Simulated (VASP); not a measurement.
Here is a VASP 6.6.1 calculation.

File INCAR:

```
SYSTEM = Al
ALGO = Normal
EDIFF = 1E-6
ENCUT = 520
GGA = PS
ISIF = 2
ISMEAR = -1
LASPH = .True.
LCHARG = .False.
LREAL = .False.
LWAVE = .False.
NBANDS = 14
NELM = 100
PREC = Accurate
SIGMA = 0.05
```

The input KPOINTS:

```
k-points
0
Gamma
  9 9 3
  0 0 0
```

POSCAR

```
Al
1.0
    2.8270770242      0.0000000000      0.0000000000
   -1.4135385121      2.4483205214      0.0000000000
    0.0000000000      0.0000000000      8.8185533472
Al
4
Direct
    0.6666666667      0.3333333333      0.7500000000
    0.0000000000      0.0000000000      0.5000000000
    0.3333333333      0.6666666667      0.2500000000
    0.0000000000      0.0000000000      0.0000000000
```

Potentials or basis: VASP PAW PBE potentials, release 64 (Al).

Run with:

```bash
$ cat potpaw_PBE.64/Al/POTCAR > POTCAR
$ mpirun -np 1 vasp_std > vasp.out
```

Question: What does it give for the band gap on the k mesh?

Answer: Zero (band 6 reaches 13.45 eV, above the bottom of band 7 at 7.29 eV).

Question: Estimate the pressure.

Answer: 6.0 GPa.

Stress tensor (GPa, compression positive):
```
4.83 0.00 0.00
0.00 4.83 0.00
0.00 0.00 8.41
```

Caveat: the PAW data sets were made with another functional, which shifts forces and pressure a little.
